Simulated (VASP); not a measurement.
Write the native input for VASP 6.6.1 that does the following.

* Task: single point
* Functional: PBE
* Potentials or basis: VASP PAW PBE potentials, release 64 (Se)
* Cutoff: 500 eV
* k mesh: 2 × 2 × 1, shifted
* Occupations: fermi-dirac, width 0.15 eV
* Spin: no spin polarisation
* Dipole correction: no
* Further INCAR settings: ALGO = Normal; EDIFF = 1e-06; NBANDS = 13

The structure of Se lies in POSCAR:

```
Se
1.0
    4.4922042826     -0.4378870635      0.3389361819
   -2.0088750121      3.1663543617      2.2645051275
   -0.8479044697     -4.0189103616      4.8041046899
Se
2
Direct
    0.6773410000      0.0147830000      0.2416140000
    1.0343350000      0.7032110000      0.2445670000
```

One way to write it, as run:

INCAR

```
SYSTEM = Se
ALGO = Normal
EDIFF = 1E-6
ENCUT = 500
GGA = PE
GGA_COMPAT = .False.
ISIF = 2
ISMEAR = -1
LASPH = .True.
LCHARG = .False.
LREAL = .False.
LWAVE = .False.
NBANDS = 13
NELM = 120
PREC = Accurate
SIGMA = 0.15
```

KPOINTS

```
Automatic mesh
0
Gamma
  2 2 1
  0.5 0.5 0
```

Potentials or basis: VASP PAW PBE potentials, release 64 (Se).

Launch:

```console
$ cat potpaw_PBE.64/Se/POTCAR > POTCAR
$ mpirun -np 1 vasp_std > vasp.out
```

Results of the run:

```yaml
Pressure: 1.8 GPa
Largest_force: 0.977 eV/Å
Band_gap_on_the_k_mesh: 0.13 eV, indirect (least direct gap 0.26 eV)
```

Caveat: the k points lie up to 0.99 Å⁻¹ apart.

Wall time 5.4 s on 1 thread of Intel(R) Xeon(R) Platinum 8559C (Emerald Rapids), on a shared host, peak memory 0.2 GiB.
